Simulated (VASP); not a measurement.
CoO, 2 atoms in the cell. Symmetry: Fm-3m, No. 225, cubic system. The conventional cell has a = 4.319 Å, b = 4.319 Å, c = 4.319 Å, α = 90.00°, β = 90.00°, γ = 90.00°. Within 2.9 Å of Co (site symmetry m-3m) lie 6 O at 2.16 Å. Within 2.9 Å of O (site symmetry m-3m) lie 6 Co at 2.16 Å.  This cell differs from its parent crystal: volume scaled by 1.04.

- Program: VASP 6.6.1
- Task: electric field gradients
- Functional: PBEsol
- Potentials or basis: VASP PAW PBE potentials, release 64 (Co, O)
- Cutoff: 520 eV
- k mesh: 16 × 16 × 16
- Occupations: fermi-dirac, width 0.05 eV
- Spin: collinear spin, ferromagnetic start
- Starting moments: [2.0, 0.0] μB
- Dipole correction: no
- Further INCAR settings: ALGO = Normal; EDIFF = 1e-08; NBANDS = 18

Potentials or basis: VASP PAW PBE potentials, release 64 (Co, O).

Launch:

```bash
$ cat potpaw_PBE.64/Co/POTCAR potpaw_PBE.64/O/POTCAR > POTCAR
$ mpirun -np 1 vasp_std > vasp.out
```

Hardware: 1 thread of Intel(R) Xeon(R) Platinum 8488C (Sapphire Rapids) (shared host).

Problem. Estimate the wall time of this run.

Solution. Run time: 59 s on 1 thread of Intel(R) Xeon(R) Platinum 8488C (Sapphire Rapids) (shared host), peak memory 0.21 GiB. Counts: scf iterations 18, k points 145.
